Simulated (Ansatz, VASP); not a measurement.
Two plane-wave programs on SnSe

```
Sn Se
1.0
     4.15332    0.00000    0.00000
     0.00000    4.15332    0.00000
     0.00000    0.00000    5.87410
Sn Se
2 2
Direct
  0.50000 0.00000 0.25002
  0.00000 0.50000 0.74998
  0.50000 0.00000 0.74998
  0.00000 0.50000 0.25002
```

Alike in both runs: task single point; functional PBEsol; dispersion D3(BJ); k mesh 8 × 8 × 6; occupations gaussian, width 0.03 eV; no spin polarisation.

```csv
,VASP,Ansatz
version,VASP 6.6.1,Ansatz 0.2.0
potentials or method,"VASP PAW PBE potentials, release 64 (Sn_d, Se), cutoff 520 eV","scalar-relativistic, plane waves, PAW"
valence electrons in the cell,40,60
```

|  | VASP | Ansatz | Ansatz less VASP |
| --- | --- | --- | --- |
| gap on the k mesh at the Fermi level (eV) | 0.29 | 0.28 | -0.001 |
| least direct gap on the mesh (eV) | 0.29 | 0.28 | -0.001 |
| pressure (GPa) | 0.0 | 0.0 | -0.05 |

VASP's potentials were made for PBE, not for PBEsol. VASP's potentials hold 40 valence electrons a cell and Ansatz's 60, so a difference there can come from the potentials and not from the codes.
